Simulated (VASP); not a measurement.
A run of VASP 6.6.1:

INCAR

```
SYSTEM = Al
ALGO = Normal
DIPOL = 0.5 0.5 0.232
EDIFF = 1E-6
ENCUT = 520
GGA = PE
IDIPOL = 3
ISIF = 2
ISMEAR = 0
LASPH = .True.
LCHARG = .False.
LDIPOL = .True.
LREAL = Auto
LWAVE = .False.
NBANDS = 68
NELM = 100
PREC = Accurate
SIGMA = 0.1
```

The input KPOINTS:

```
k-points
0
Gamma
  4 4 1
  0 0 0
```

The input POSCAR:

```
Al
1.0
    8.5732246061      0.0000000000      0.0000000000
   -4.2866123031      7.4246303012      0.0000000000
    0.0000000000      0.0000000000     19.0000085784
Al
31
Direct
    0.0000000000      0.0000000000      0.0789473328
    0.1128369863      0.2255763405      0.2012244267
    0.2232330622      0.1170581577      0.3221826953
    1.0000000000      0.3333333333      0.0789473328
    0.1113984087      0.5561301507      0.1995242603
    0.2224242800      0.4437843236      0.3206017446
    1.0000000000      0.6666666667      0.0789473328
    0.1137668229      0.8917565856      0.2020073338
    0.2175188417      0.7683710168      0.3226915887
    0.3333333333      1.0000000000      0.0789473328
    0.4444581481      0.2222496295      0.2019177304
    0.5604917621      0.1170581577      0.3221826953
    0.3333333333      0.3333333333      0.0789473328
    0.4447025300      0.5542120593      0.2011769753
    0.5516275772      0.4365884877      0.3293424378
    0.3333333333      0.6666666667      0.0789473328
    0.4446564293      0.8917565856      0.2020073338
    0.5495160765      0.7709140832      0.3204418903
    0.6666666667      1.0000000000      0.0789473328
    0.7794060209      0.2255763405      0.2012244267
    0.8939614872      0.1212563078      0.3273077422
    0.6666666667      0.3333333333      0.0789473328
    0.7761761960      0.5542120593      0.2011769753
    0.8880267103      0.4437843236      0.3206017446
    0.6666666667      0.6666666667      0.0789473328
    0.7804810295      0.8942953924      0.2034878502
    0.8880646734      0.7709140832      0.3204418903
   -0.0020282783     -0.0237756321      0.4379707472
    0.6449193129     -0.0237756321      0.4379707472
    0.3295254192     -0.0076158283      0.4360922397
    0.6664861587      0.6663056508      0.4380058679
```

Potentials or basis: VASP PAW PBE potentials, release 64 (Al).

Run with:

```sh
$ cat potpaw_PBE.64/Al/POTCAR > POTCAR
$ mpirun -np 1 vasp_std > vasp.out
```

Hardware: 1 thread of Intel(R) Xeon(R) 6975P-C (Granite Rapids) (shared host).

Q: Estimate the wall time of this run.

A: It took 18 min on 1 thread of Intel(R) Xeon(R) 6975P-C (Granite Rapids), with other jobs on the host, peak memory 1.2 GiB. Counts: scf iterations 25, k points 7.
